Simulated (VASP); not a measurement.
# Cs2NaBr3 (P-4m2) in VASP: single point with r2SCAN+rVV10

Aim: the single point of Cs2NaBr3 with r2SCAN+rVV10.

Program: VASP 6.6.1. These are calculated values, not measurements. Logs are shortened: lines on timing, memory, paths and dates and some standing lists are left out, and cuts for length are marked.

### Step 1. The cell of the first run

It takes space group P-4m2 (No. 115, tetragonal). The conventional cell has a = 4.858 Å, b = 4.858 Å, c = 10.096 Å, α = 90.00°, β = 90.00°, γ = 90.00°. Cs (site symmetry 2mm) has 7 Br at 3.44 to 4.05 Å and 2 Na at 4.05 Å within 4.5 Å. Na (site symmetry -4m2) has 8 Br at 3.44 to 4.07 Å and 4 Cs at 4.05 Å within 4.5 Å. Within 4.5 Å of Br (site symmetry -4m2) lie 4 Na at 3.44 Å and 4 Cs at 4.05 Å and 4 Br at 4.07 Å. Within 4.5 Å of Br (site symmetry 2mm) lie 5 Cs at 3.44 to 3.60 Å and 2 Na at 4.07 Å and 2 Br at 4.07 Å.

### Step 2. Single point, r2SCAN+rVV10

Input file POSCAR:

```
Cs2NaBr3
1.0
    4.8579159215      0.0000000000      0.0000000000
    0.0000000000      4.8579159215      0.0000000000
    0.0000000000      0.0000000000     10.0956080676
Cs Na Br
2 1 3
Direct
    0.0000000000      0.5000000000      0.6794826790
    0.5000000000      0.0000000000      0.3205173210
    0.0000000000      0.0000000000      0.0000000000
    0.5000000000      0.5000000000      0.0000000000
    0.0000000000      0.5000000000      0.3230941587
    0.5000000000      0.0000000000      0.6769058413
```

Input file INCAR.step1:

```
PREC = Accurate
ENCUT = 520
ISMEAR = -1
SIGMA = 0.03
LREAL = False
LASPH = True
NELM = 80
NBANDS = 32
GGA = PE
ALGO = Normal
EDIFF = 1E-4
LWAVE = True
LCHARG = False
```

Input file INCAR.step2:

```
PREC = Accurate
ENCUT = 520
EDIFF = 1E-6
ISMEAR = -1
SIGMA = 0.03
LREAL = False
LASPH = True
NELM = 80
ALGO = Normal
ISIF = 2
LWAVE = False
LCHARG = True
METAGGA = R2SCAN
LMIXTAU = True
LUSE_VDW = True
IVDW_NL = 2
BPARAM = 11.95
CPARAM = 0.0093
LELF = True
LVHAR = True
NBANDS = 32
ISTART = 1
```

Input file KPOINTS:

```
Automatic mesh
0
Gamma
  6 6 2
```

Potentials or basis: VASP PAW PBE potentials, release 64 (Cs_sv, Na_pv, Br).

The run is started by

```bash
$ cat potpaw_PBE.64/Cs_sv/POTCAR potpaw_PBE.64/Na_pv/POTCAR potpaw_PBE.64/Br/POTCAR > POTCAR
$ cp INCAR.step1 INCAR
$ mpirun -np 1 vasp_std > vasp.out
$ cp INCAR.step2 INCAR
$ mpirun -np 1 vasp_std > vasp.out
```

OUTCAR:

```text
PREC = Accurate
   ENCUT = 520
   EDIFF = 1E-6
   ISMEAR = -1
   LREAL = False
   LASPH = True
   NELM = 80
   ISIF = 2
   METAGGA = R2SCAN
   IVDW_NL = 2
   BPARAM = 11.95
   ISTART = 1

 ion  position               nearest neighbor table
   1  0.000  0.500  0.679-
   2  0.500  0.000  0.321-
   3  0.000  0.000  0.000-
   4  0.500  0.500  0.000-
   5  0.000  0.500  0.323-
   6  0.500  0.000  0.677-

  LATTYP: Found a simple tetragonal cell.
 ALAT       =     4.8579159215
 C/A-ratio  =     2.0781767801

  Lattice vectors:

 A1 = (   4.8579159215,   0.0000000000,   0.0000000000)
 A2 = (   0.0000000000,   4.8579159215,   0.0000000000)
 A3 = (   0.0000000000,   0.0000000000,  10.0956080676)

Analysis of symmetry for initial positions (statically):
=====================================================================
 Subroutine PRICEL returns:
 Original cell was already a primitive cell.

 Routine SETGRP: Setting up the symmetry group for a
 simple tetragonal supercell.

 Subroutine GETGRP returns: Found  8 space group operations
 (whereof  8 operations were pure point group operations)
 out of a pool of 16 trial point group operations.

The static configuration has the point symmetry D_2d.

Analysis of symmetry for dynamics (positions and initial velocities):
=====================================================================
 Subroutine PRICEL returns:
 Original cell was already a primitive cell.

 Routine SETGRP: Setting up the symmetry group for a
 simple tetragonal supercell.

 Subroutine GETGRP returns: Found  8 space group operations
 (whereof  8 operations were pure point group operations)
 out of a pool of 16 trial point group operations.

The dynamic configuration has the point symmetry D_2d.

 Subroutine INISYM returns: Found  8 space group operations
 (whereof  8 operations are pure point group operations),
 and found     1 'primitive' translations

----------------------------------------------------------------------------------------

                                     Primitive cell

  volume of cell :     238.2498

  direct lattice vectors                    reciprocal lattice vectors
     4.857915922  0.000000000  0.000000000     0.205849590  0.000000000  0.000000000
     0.000000000  4.857915922  0.000000000     0.000000000  0.205849590  0.000000000
     0.000000000  0.000000000 10.095608068     0.000000000  0.000000000  0.099052974

  length of vectors
     4.857915922  4.857915922 10.095608068     0.205849590  0.205849590  0.099052974

  position of ions in fractional coordinates (direct lattice)
     0.000000000  0.500000000  0.679482679
     0.500000000  0.000000000  0.320517321
     0.000000000  0.000000000  0.000000000
     0.500000000  0.500000000  0.000000000
     0.000000000  0.500000000  0.323094159
     0.500000000  0.000000000  0.676905841

  ion indices of the primitive-cell ions
   primitive index   ion index
                 1           1
                 2           2
                 3           3
                 4           4
                 5           5
                 6           6

----------------------------------------------------------------------------------------

 KPOINTS: Automatic mesh

Automatic generation of k-mesh.
 Grid dimensions read from file:
 generate k-points for:    6    6    2

 Generating k-lattice:

  Cartesian coordinates                     Fractional coordinates (reciprocal lattice)
     0.034308265  0.000000000  0.000000000     0.166666667  0.000000000  0.000000000
     0.000000000  0.034308265  0.000000000     0.000000000  0.166666667  0.000000000
     0.000000000  0.000000000  0.049526487     0.000000000  0.000000000  0.500000000

  Length of vectors
     0.034308265  0.034308265  0.049526487

  Shift w.r.t. Gamma in fractional coordinates (k-lattice)
     0.000000000  0.000000000  0.000000000

 Subroutine IBZKPT returns following result:
 ===========================================

 Found     20 irreducible k-points:

 Following reciprocal coordinates:
            Coordinates               Weight
  0.000000  0.000000  0.000000      1.000000
  0.166667  0.000000  0.000000      4.000000
  0.333333  0.000000  0.000000      4.000000
  0.500000  0.000000  0.000000      2.000000
  0.166667  0.166667  0.000000      4.000000
  0.333333  0.166667  0.000000      8.000000
[... 12 lines left out ...]
  0.500000  0.333333  0.500000      4.000000
  0.500000  0.500000  0.500000      1.000000
   k-points           NKPTS =     20   k-points in BZ     NKDIM =     20   number of bands    NBANDS=     32
   number of dos      NEDOS =    301   number of ions     NIONS =      6
   total plane-waves  NPLWV = 103680
   dimension x,y,z NGX =    36 NGY =   36 NGZ =   80
   dimension x,y,z NGXF=    72 NGYF=   72 NGZF=  160
   ions per type =               2   1   3
   NGX,Y,Z   is equivalent  to a cutoff of  12.32, 12.32, 13.17 a.u.
   NGXF,Y,Z  is equivalent  to a cutoff of  24.64, 24.64, 26.35 a.u.
 SYSTEM =  unknown system
   PREC   = accura    normal or accurate (medium, high low for compatibility)
   ISTART =      1    job   : 0-new  1-cont  2-samecut
   ICHARG =      0    charge: 1-file 2-atom 10-const
   ISPIN  =      1    spin polarized calculation?
   LNONCOLLINEAR =      F non collinear calculations
   LSORBIT =      F    spin-orbit coupling
   LASPH  =      T    aspherical Exc in radial PAW
   ENCUT  =  520.0 eV  38.22 Ry    6.18 a.u.   9.03  9.03 18.77*2*pi/ulx,y,z
   NELM   =     80;   NELMIN=  2; NELMDL=  0     # of ELM steps
   EDIFF  = 0.1E-05   stopping-criterion for ELM
   LREAL  =      F    real-space projection
   EDIFFG = 0.1E-04   stopping-criterion for IOM
   NSW    =      0    number of steps for IOM
   IBRION =     -1    ionic relax: 0-MD 1-quasi-New 2-CG
   NFREE  =      0    steps in history (QN), initial steepest desc. (CG)
   ISIF   =      2    stress and relaxation
   ISYM   =      2    0-nonsym 1-usesym 2-fastsym
   POTIM  = 0.5000    time-step for ionic-motion
   TEBEG  =    0.0;   TEEND  =   0.0 temperature during run
   PSTRESS=    0.0 pullay stress
   NELECT =      46.0000    total number of electrons
   NUPDOWN=      -1.0000    fix difference up-down
   EMIN   =  10.00;   EMAX   =-10.00  energy-range for DOS
   EFERMI =   0.00;   METHOD = LEGACY
   ISMEAR =    -1;   SIGMA  =   0.03  broadening in eV -4-tet -1-fermi 0-gaus
   EFERMI_NEDOS =   21; number of points for ismear=-14 and -15
   IALGO  =     38    algorithm
   IMIX   =      4    mixing-type and parameters
     AMIX     =   0.40;   BMIX     =  1.00
     AMIX_MAG =   1.60;   BMIX_MAG =  1.00
  volume/ion in A,a.u.               =      39.71       267.96
  Fermi-wavevector in a.u.,A,eV,Ry     =   0.946201  1.788060 12.181240  0.895296
  Thomas-Fermi vector in A             =   2.074176
   LORBIT       =      0    0 simple, 1 ext, 2 COOP (PROOUT), +10 PAW based schemes
   METAGGA = R2SCAN    functional components
   LHFCALC =     F    Hartree Fock is set to
   AEXX    =    0.0000 exact exchange contribution
   IVDW_NL    =     2    kernel type
   BPARAM     =11.9500
   IVDW    =     0    specifies the selected vdW correction
   LEPSILON=     F    determine dielectric tensor
   LRPA    =     F    only Hartree local field effects (RPA)
 non-spin polarized calculation
  energy-cutoff  :      520.00
  volume of cell :      238.25
 maximum number of plane-waves:      6472
   NGX = 19   NGY = 19   NGZ = 37

 number of electron      45.9999986 magnetization

 Free energy of the ion-electron system (eV)
  ---------------------------------------------------
  ext. energy  EPLUGINS =         0.00000000
  ---------------------------------------------------
  free energy    TOTEN  =      -102.04624702 eV

  energy without entropy =     -102.04624702  energy(sigma->0) =     -102.04624702

 E-fermi :  -0.3491     XC(G=0):  -7.9027

 val. band max:       -1.0921012457   @ k =   0.5000   0.5000   0.0000
 cond. band min:       2.3078421026   @ k =   0.0000   0.0000   0.0000
 fundamental gap:      3.3999433483
 Fermi energy:        -0.3491486992

 k-point     1 :       0.0000    0.0000    0.0000
  band No.  band energies     occupation
      1     -25.5898      2.00000
      2     -25.5312      2.00000
      3     -25.5312      2.00000
      4     -21.1981      2.00000
      5     -21.1744      2.00000
      6     -14.1604      2.00000
[... 24 lines left out ...]
     31       6.1379      0.00000
     32       6.8095      0.00000

 k-point     2 :       0.1667    0.0000    0.0000
  band No.  band energies     occupation
      1     -25.5898      2.00000
      2     -25.5314      2.00000
      3     -25.5312      2.00000
      4     -21.1913      2.00000
      5     -21.1708      2.00000
      6     -14.1554      2.00000
[... 24 lines left out ...]
     31       6.2291      0.00000
     32       6.9794      0.00000

 k-point     3 :       0.3333    0.0000    0.0000
  band No.  band energies     occupation
      1     -25.5898      2.00000
      2     -25.5318      2.00000
      3     -25.5312      2.00000
      4     -21.1766      2.00000
      5     -21.1646      2.00000
      6     -14.1475      2.00000
[... 24 lines left out ...]
     31       6.6601      0.00000
     32       7.3700      0.00000

 k-point     4 :       0.5000    0.0000    0.0000
  band No.  band energies     occupation
      1     -25.5898      2.00000
      2     -25.5320      2.00000
      3     -25.5311      2.00000
      4     -21.1656      2.00000
      5     -21.1651      2.00000
      6     -14.1454      2.00000
[... 24 lines left out ...]
     31       7.1468      0.00000
     32       7.4119      0.00000

 k-point     5 :       0.1667    0.1667    0.0000
  band No.  band energies     occupation
      1     -25.5898      2.00000
      2     -25.5314      2.00000
      3     -25.5314      2.00000
      4     -21.1852      2.00000
      5     -21.1674      2.00000
      6     -14.1489      2.00000
[... 444 lines left out ...]
     31       7.2532      0.00000
     32       7.3047      0.00000

 k-point    18 :       0.3333    0.3333    0.5000
  band No.  band energies     occupation
      1     -25.5897      2.00000
      2     -25.5317      2.00000
      3     -25.5317      2.00000
      4     -21.1618      2.00000
      5     -21.1560      2.00000
      6     -14.1151      2.00000
[... 24 lines left out ...]
     31       7.1217      0.00000
     32       7.1700      0.00000

 k-point    19 :       0.5000    0.3333    0.5000
  band No.  band energies     occupation
      1     -25.5897      2.00000
      2     -25.5319      2.00000
      3     -25.5317      2.00000
      4     -21.1550      2.00000
      5     -21.1549      2.00000
      6     -14.1007      2.00000
[... 24 lines left out ...]
     31       7.1736      0.00000
     32       7.5817      0.00000

 k-point    20 :       0.5000    0.5000    0.5000
  band No.  band energies     occupation
      1     -25.5897      2.00000
      2     -25.5319      2.00000
      3     -25.5319      2.00000
      4     -21.1515      2.00000
      5     -21.1515      2.00000
      6     -14.0833      2.00000
[... 24 lines left out ...]
     31       7.1885      0.00000
     32       7.4046      0.00000

------------------------ aborting loop because EDIFF is reached ----------------------------------------

  FORCE on cell =-STRESS in cart. coord.  units (eV):
  Direction    XX          YY          ZZ          XY          YZ          ZX
  --------------------------------------------------------------------------------------
  -------------------------------------------------------------------------------------
  Total        0.1307419      0.1307419      0.0400924      0.0000000      0.0000000     -0.0000000
  in kB        0.8792107      0.8792107      0.2696128      0.0000000      0.0000000     -0.0000000
  external PRESSURE =       0.6760114 kB  Pullay stress =       0.0000000 kB

 VOLUME and BASIS-vectors are now :
 -----------------------------------------------------------------------------
  energy-cutoff  :      520.00
  volume of cell :      238.25
      direct lattice vectors                 reciprocal lattice vectors
     4.857915922  0.000000000  0.000000000     0.205849590  0.000000000  0.000000000
     0.000000000  4.857915922  0.000000000     0.000000000  0.205849590  0.000000000
     0.000000000  0.000000000 10.095608068     0.000000000  0.000000000  0.099052974

 POSITION                                       TOTAL-FORCE (eV/Angst)
 -----------------------------------------------------------------------------------
      0.00000      2.42896      6.85979         0.000000     -0.000000      0.003647
      2.42896      0.00000      3.23582         0.000000     -0.000000     -0.003647
      0.00000      0.00000      0.00000         0.000000     -0.000000      0.000000
      2.42896      2.42896      0.00000         0.000000      0.000000      0.000000
      0.00000      2.42896      3.26183        -0.000000     -0.000000     -0.004812
      2.42896      0.00000      6.83378         0.000000     -0.000000      0.004812
 -----------------------------------------------------------------------------------
    total drift:                                0.000000      0.000000      0.000000

  FREE ENERGIE OF THE ION-ELECTRON SYSTEM (eV)
  ---------------------------------------------------
  free  energy   TOTEN  =      -102.0462470201 eV

  energy  without entropy=     -102.0462470201  energy(sigma->0) =     -102.04624702
```

Wall time 7.5 min (1 thread of Intel Xeon Platinum 8375C at 2.90GHz (Ice Lake), shared host); peak memory 0.8 GiB.

What came out:

| Quantity | Value |
| --- | --- |
| Free energy | -102.0462 eV |
| Pressure | 0.1 GPa |
| Largest force | 0.005 eV/Å |
| Band gap on the k mesh | 3.40 eV (least direct gap 3.43 eV) |

Forces on the atoms (eV/Å):
```
Cs   0.000  0.000  0.004
Cs   0.000  0.000 -0.004
Na   0.000  0.000  0.000
Br   0.000  0.000  0.000
Br   0.000  0.000 -0.005
Br   0.000  0.000  0.005
```

Levels at points of the mesh, in eV from the valence-band top:
```csv
k point,band 19,band 20,band 21,band 22,band 23,band 24,band 25,band 26,band 27,band 28
"(0.00, 0.00, 0.00)",-0.32,-0.32,-0.20,-0.20,-0.03,3.40,5.18,5.52,6.02,7.00
"(0.50, 0.00, 0.00)",-0.89,-0.80,-0.58,-0.55,-0.12,5.47,5.69,6.39,6.89,6.98
"(0.50, 0.50, 0.00)",-0.48,-0.35,-0.32,-0.24,0.00,4.04,5.61,6.27,6.75,7.51
"(0.00, 0.00, 0.50)",-0.32,-0.32,-0.29,-0.19,-0.19,3.81,4.81,5.73,5.93,6.97
"(0.50, 0.00, 0.50)",-0.92,-0.89,-0.56,-0.45,-0.18,5.64,6.03,6.04,6.87,6.94
"(0.50, 0.50, 0.50)",-0.35,-0.34,-0.32,-0.20,-0.09,4.43,5.03,6.03,7.18,7.18
```

Caveat: the PAW data sets were made with another functional, which shifts forces and pressure a little; spin-orbit coupling is left out, which moves the levels of the heavy elements. A k mesh can miss the band edges.
